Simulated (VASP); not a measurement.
# In (Fm-3m) in VASP: notebook

In is run at these levels: PBE; tasks: single point.

Everything below comes from runs of VASP 6.6.1. Logs are shortened: lines on timing, memory, paths and dates and some standing lists are left out, and cuts for length are marked.

**1. The cell of the first run**

It takes space group Fm-3m (No. 225, cubic). The conventional cell has a = 4.791 Å, b = 4.791 Å, c = 4.791 Å, α = 90.00°, β = 90.00°, γ = 90.00°. In (site symmetry m-3m) has 12 In at 3.39 Å within 4.5 Å.

**2. Single point, PBE**

The input, INCAR:

```
PREC = Accurate ; ENCUT = 520
EDIFF = 1E-6 ; ISMEAR = -1
SIGMA = 0.15 ; LREAL = F
LASPH = T ; NELM = 100
ALGO = Normal ; ISIF = 2
LWAVE = F ; LCHARG = F
GGA = PE ; NBANDS = 12
```

The input, KPOINTS:

```
Automatic mesh
0
Gamma
  4 4 4
```

The input, POSCAR:

```
In
1.0
    0.0000000000      2.3957000000      2.3957000000
    2.3957000000      0.0000000000      2.3957000000
    2.3957000000      2.3957000000      0.0000000000
In
1
Direct
    0.0000000000      0.0000000000      0.0000000000
```

Potentials or basis: VASP PAW PBE potentials, release 64 (In_d).

The run is started by

```
$ cat potpaw_PBE.64/In_d/POTCAR > POTCAR
$ mpirun -np 1 vasp_std > vasp.out
```

OUTCAR:

```text
PREC = Accurate
   ENCUT = 520
   EDIFF = 1E-6
   ISMEAR = -1
   LREAL = F
   LASPH = T
   NELM = 100
   ISIF = 2
   GGA = PE

 ion  position               nearest neighbor table
   1  0.000  0.000  0.000-

  LATTYP: Found a face centered cubic cell.
 ALAT       =     4.7914000000

  Lattice vectors:

 A1 = (   0.0000000000,   2.3957000000,   2.3957000000)
 A2 = (   2.3957000000,   0.0000000000,   2.3957000000)
 A3 = (   2.3957000000,   2.3957000000,   0.0000000000)

Analysis of symmetry for initial positions (statically):
=====================================================================
 Subroutine PRICEL returns:
 Original cell was already a primitive cell.

 Routine SETGRP: Setting up the symmetry group for a
 face centered cubic supercell.

 Subroutine GETGRP returns: Found 48 space group operations
 (whereof 48 operations were pure point group operations)
 out of a pool of 48 trial point group operations.

The static configuration has the point symmetry O_h .

Analysis of symmetry for dynamics (positions and initial velocities):
=====================================================================
 Subroutine PRICEL returns:
 Original cell was already a primitive cell.

 Routine SETGRP: Setting up the symmetry group for a
 face centered cubic supercell.

 Subroutine GETGRP returns: Found 48 space group operations
 (whereof 48 operations were pure point group operations)
 out of a pool of 48 trial point group operations.

The dynamic configuration has the point symmetry O_h .

 Subroutine INISYM returns: Found 48 space group operations
 (whereof 48 operations are pure point group operations),
 and found     1 'primitive' translations

----------------------------------------------------------------------------------------

                                     Primitive cell

  volume of cell :      27.4997

  direct lattice vectors                    reciprocal lattice vectors
     0.000000000  2.395700000  2.395700000    -0.208707267  0.208707267  0.208707267
     2.395700000  0.000000000  2.395700000     0.208707267 -0.208707267  0.208707267
     2.395700000  2.395700000  0.000000000     0.208707267  0.208707267 -0.208707267

  length of vectors
     3.388031431  3.388031431  3.388031431     0.361491591  0.361491591  0.361491591

  position of ions in fractional coordinates (direct lattice)
     0.000000000  0.000000000  0.000000000

  ion indices of the primitive-cell ions
   primitive index   ion index
                 1           1

----------------------------------------------------------------------------------------

 KPOINTS: Automatic mesh

Automatic generation of k-mesh.
 Grid dimensions read from file:
 generate k-points for:    4    4    4

 Generating k-lattice:

  Cartesian coordinates                     Fractional coordinates (reciprocal lattice)
    -0.052176817  0.052176817  0.052176817     0.250000000  0.000000000  0.000000000
     0.052176817 -0.052176817  0.052176817     0.000000000  0.250000000  0.000000000
     0.052176817  0.052176817 -0.052176817     0.000000000  0.000000000  0.250000000

  Length of vectors
     0.090372898  0.090372898  0.090372898

  Shift w.r.t. Gamma in fractional coordinates (k-lattice)
     0.000000000  0.000000000  0.000000000

 Subroutine IBZKPT returns following result:
 ===========================================

 Found      8 irreducible k-points:

 Following reciprocal coordinates:
            Coordinates               Weight
  0.000000  0.000000  0.000000      1.000000
  0.250000  0.000000  0.000000      8.000000
  0.500000  0.000000  0.000000      4.000000
  0.250000  0.250000  0.000000      6.000000
  0.500000  0.250000  0.000000     24.000000
 -0.250000  0.250000  0.000000     12.000000
  0.500000  0.500000  0.000000      3.000000
 -0.250000  0.500000  0.250000      6.000000
   k-points           NKPTS =      8   k-points in BZ     NKDIM =      8   number of bands    NBANDS=     12
   number of dos      NEDOS =    301   number of ions     NIONS =      1
   total plane-waves  NPLWV =  21952
   dimension x,y,z NGX =    28 NGY =   28 NGZ =   28
   dimension x,y,z NGXF=    56 NGYF=   56 NGZF=   56
   ions per type =               1
   NGX,Y,Z   is equivalent  to a cutoff of  13.74, 13.74, 13.74 a.u.
   NGXF,Y,Z  is equivalent  to a cutoff of  27.48, 27.48, 27.48 a.u.
 SYSTEM =  unknown system
   PREC   = accura    normal or accurate (medium, high low for compatibility)
   ISTART =      0    job   : 0-new  1-cont  2-samecut
   ICHARG =      2    charge: 1-file 2-atom 10-const
   ISPIN  =      1    spin polarized calculation?
   LNONCOLLINEAR =      F non collinear calculations
   LSORBIT =      F    spin-orbit coupling
   LASPH  =      T    aspherical Exc in radial PAW
   ENCUT  =  520.0 eV  38.22 Ry    6.18 a.u.   6.30  6.30  6.30*2*pi/ulx,y,z
   NELM   =    100;   NELMIN=  2; NELMDL= -5     # of ELM steps
   EDIFF  = 0.1E-05   stopping-criterion for ELM
   LREAL  =      F    real-space projection
[... 7 lines left out ...]
   TEBEG  =    0.0;   TEEND  =   0.0 temperature during run
   PSTRESS=    0.0 pullay stress
   NELECT =      13.0000    total number of electrons
   NUPDOWN=      -1.0000    fix difference up-down
   EMIN   =  10.00;   EMAX   =-10.00  energy-range for DOS
   EFERMI =   0.00;   METHOD = LEGACY
   ISMEAR =    -1;   SIGMA  =   0.15  broadening in eV -4-tet -1-fermi 0-gaus
   EFERMI_NEDOS =   21; number of points for ismear=-14 and -15
   IALGO  =     38    algorithm
   IMIX   =      4    mixing-type and parameters
     AMIX     =   0.40;   BMIX     =  1.00
     AMIX_MAG =   1.60;   BMIX_MAG =  1.00
  volume/ion in A,a.u.               =      27.50       185.58
  Fermi-wavevector in a.u.,A,eV,Ry     =   1.275303  2.409974 22.128499  1.626399
  Thomas-Fermi vector in A             =   2.408023
   LORBIT       =      0    0 simple, 1 ext, 2 COOP (PROOUT), +10 PAW based schemes
   GGA     = PE    functional components
   LHFCALC =     F    Hartree Fock is set to
   AEXX    =    0.0000 exact exchange contribution
   IVDW    =     0    specifies the selected vdW correction
   LEPSILON=     F    determine dielectric tensor
   LRPA    =     F    only Hartree local field effects (RPA)
 non-spin polarized calculation
  energy-cutoff  :      520.00
  volume of cell :       27.50
 maximum number of plane-waves:       754
 NGX is ok and might be reduce to    28
   NGX = 13   NGY = 13   NGZ = 13

 number of electron      12.9999997 magnetization

 Free energy of the ion-electron system (eV)
  ---------------------------------------------------
  ext. energy  EPLUGINS =         0.00000000
  ---------------------------------------------------
  free energy    TOTEN  =        -2.45464479 eV

  energy without entropy =       -2.39235969  energy(sigma->0) =       -2.42350224

 E-fermi :   6.7677     XC(G=0): -10.0055

 val. band max:        6.3997255002   @ k =   0.5000   0.2500   0.0000
 cond. band min:       6.9391789015   @ k =  -0.2500   0.5000   0.2500
 fundamental gap:      0.5394534013
 Fermi energy:         6.7677075852

 k-point     1 :       0.0000    0.0000    0.0000
  band No.  band energies     occupation
      1      -7.5658      2.00000
      2      -7.5658      2.00000
      3      -7.5658      2.00000
      4      -7.4157      2.00000
      5      -7.4157      2.00000
      6      -2.2228      2.00000
      7      17.1098      0.00000
      8      17.1098      0.00000
      9      17.1098      0.00000
     10      18.3988      0.00000
     11      20.5652      0.00000
     12      20.5652      0.00000

 k-point     2 :       0.2500    0.0000    0.0000
  band No.  band energies     occupation
      1      -7.5843      2.00000
      2      -7.5290      2.00000
      3      -7.5290      2.00000
      4      -7.3815      2.00000
      5      -7.3815      2.00000
      6      -0.8896      2.00000
      7       9.9859      0.00000
      8      15.8198      0.00000
      9      15.8199      0.00000
     10      17.9099      0.00000
     11      20.7615      0.00000
     12      20.7617      0.00000

 k-point     3 :       0.5000    0.0000    0.0000
  band No.  band energies     occupation
      1      -7.6171      2.00000
      2      -7.5570      2.00000
      3      -7.5570      2.00000
      4      -7.2788      2.00000
      5      -7.2788      2.00000
      6       2.6928      2.00000
      7       3.8149      2.00000
      8      15.0573      0.00000
      9      15.0573      0.00000
     10      17.7207      0.00000
     11      19.2112      0.00000
     12      19.2112      0.00000

 k-point     4 :       0.2500    0.2500    0.0000
  band No.  band energies     occupation
      1      -7.6597      2.00000
      2      -7.5289      2.00000
      3      -7.4109      2.00000
      4      -7.4109      2.00000
      5      -7.3527      2.00000
      6      -0.4499      2.00000
      7      12.8175      0.00000
      8      12.9571      0.00000
      9      12.9571      0.00000
     10      15.5335      0.00000
     11      15.8835      0.00000
     12      26.0684      0.00000

 k-point     5 :       0.5000    0.2500    0.0000
  band No.  band energies     occupation
      1      -7.6494      2.00000
      2      -7.5428      2.00000
      3      -7.4173      2.00000
      4      -7.3735      2.00000
      5      -7.2702      2.00000
      6       2.6413      2.00000
      7       6.3997      1.84159
      8       9.9556      0.00000
      9      12.3940      0.00000
     10      15.1442      0.00000
     11      20.4905      0.00000
     12      23.6243      0.00000

 k-point     6 :      -0.2500    0.2500    0.0000
  band No.  band energies     occupation
      1      -7.5727      2.00000
      2      -7.5271      2.00000
      3      -7.4410      2.00000
      4      -7.3969      2.00000
      5      -7.3572      2.00000
      6       1.3378      2.00000
      7       8.4465      0.00003
      8       8.8534      0.00000
      9      14.6365      0.00000
     10      16.6903      0.00000
     11      21.7996      0.00000
     12      22.3920      0.00000

 k-point     7 :       0.5000    0.5000    0.0000
  band No.  band energies     occupation
      1      -7.7529      2.00000
      2      -7.6692      2.00000
      3      -7.2892      2.00000
      4      -7.2440      2.00000
      5      -7.2440      2.00000
      6       4.8014      2.00000
      7       4.9271      1.99999
      8      10.9121      0.00000
      9      10.9121      0.00000
     10      14.0997      0.00000
     11      14.3860      0.00000
     12      28.1948      0.00000

 k-point     8 :      -0.2500    0.5000    0.2500
  band No.  band energies     occupation
      1      -7.5731      2.00000
      2      -7.5150      2.00000
      3      -7.5150      2.00000
      4      -7.3725      2.00000
      5      -7.2439      2.00000
      6       5.2757      1.99990
      7       6.9392      0.48349
      8       6.9392      0.48349
      9       8.4150      0.00003
     10      19.9941      0.00000
     11      20.7903      0.00000
     12      20.7903      0.00000

------------------------ aborting loop because EDIFF is reached ----------------------------------------

  FORCE on cell =-STRESS in cart. coord.  units (eV):
  Direction    XX          YY          ZZ          XY          YZ          ZX
  --------------------------------------------------------------------------------------
  -------------------------------------------------------------------------------------
  Total        0.4003670      0.4003670      0.4003670      0.0000000      0.0000000      0.0000000
  in kB       23.3260675     23.3260675     23.3260675      0.0000000      0.0000000      0.0000000
  external PRESSURE =      23.3260675 kB  Pullay stress =       0.0000000 kB

 VOLUME and BASIS-vectors are now :
 -----------------------------------------------------------------------------
  energy-cutoff  :      520.00
  volume of cell :       27.50
      direct lattice vectors                 reciprocal lattice vectors
     0.000000000  2.395700000  2.395700000    -0.208707267  0.208707267  0.208707267
     2.395700000  0.000000000  2.395700000     0.208707267 -0.208707267  0.208707267
     2.395700000  2.395700000  0.000000000     0.208707267  0.208707267 -0.208707267

 POSITION                                       TOTAL-FORCE (eV/Angst)
 -----------------------------------------------------------------------------------
      0.00000      0.00000      0.00000         0.000000      0.000000     -0.000000
 -----------------------------------------------------------------------------------
    total drift:                               -0.000000     -0.000000     -0.000000

  FREE ENERGIE OF THE ION-ELECTRON SYSTEM (eV)
  ---------------------------------------------------
  free  energy   TOTEN  =        -2.4546447862 eV

  energy  without entropy=       -2.3923596873  energy(sigma->0) =       -2.42350224
```

It used 4.8 s of CPU time on 1 thread of AMD EPYC 7R13 Processor (Zen 3), with other jobs on the host.

Results:

- Free energy: -2.4546 eV
- Pressure: 2.3 GPa

Levels at points of the mesh, in eV from the Fermi level:
| k point | band 2 | band 3 | band 4 | band 5 | band 6 | band 7 | band 8 | band 9 | band 10 | band 11 |
| --- | --- | --- | --- | --- | --- | --- | --- | --- | --- | --- |
| (0.00, 0.00, 0.00) | -14.33 | -14.33 | -14.18 | -14.18 | -8.99 | 10.34 | 10.34 | 10.34 | 11.63 | 13.80 |
| (0.50, 0.00, 0.00) | -14.32 | -14.32 | -14.05 | -14.05 | -4.07 | -2.95 | 8.29 | 8.29 | 10.95 | 12.44 |
| (0.50, 0.50, 0.00) | -14.44 | -14.06 | -14.01 | -14.01 | -1.97 | -1.84 | 4.14 | 4.14 | 7.33 | 7.62 |

Caveat: the k points lie up to 0.57 Å⁻¹ apart; spin-orbit coupling is left out, which moves the levels of the heavy elements.

**3. Single point, PBE, non-collinear spin, zero start, spin-orbit coupling**

The input, INCAR:

```
SYSTEM = In
PREC = Accurate
ENCUT = 520
EDIFF = 1E-6
ISMEAR = -1
SIGMA = 0.15
LREAL = .False.
LASPH = .True.
NELM = 150
ALGO = Normal
ISIF = 2
LWAVE = .False.
LCHARG = .False.
LNONCOLLINEAR = .True.
MAGMOM = 0 0 0
LORBIT = 11
LSORBIT = .True.
GGA_COMPAT = .False.
LORBMOM = .True.
GGA = PE
NBANDS = 24
```

The input, KPOINTS:

```
regular mesh
0
Gamma
  4 4 4
  0 0 0
```

POSCAR is that of step 2.

Potentials or basis: VASP PAW PBE potentials, release 64 (In_d).

The run is started by

```
$ cat potpaw_PBE.64/In_d/POTCAR > POTCAR
$ mpirun -np 1 vasp_ncl > vasp.out
```

It took 30 s on 1 thread of AMD EPYC 7R13 (Zen 3), shared host; peak memory 0.2 GiB.

Results (log left out):

* Free energy: -2.4915 eV
* Pressure: 2.2 GPa
* Net moment: 0.00 μB per cell
* Valence electrons inside the program's atomic spheres: In 11.33

Moments on the atoms (μB; x, y, z):
```
In  0.00 0.00 0.00
```

Caveat: the k points lie up to 0.57 Å⁻¹ apart.
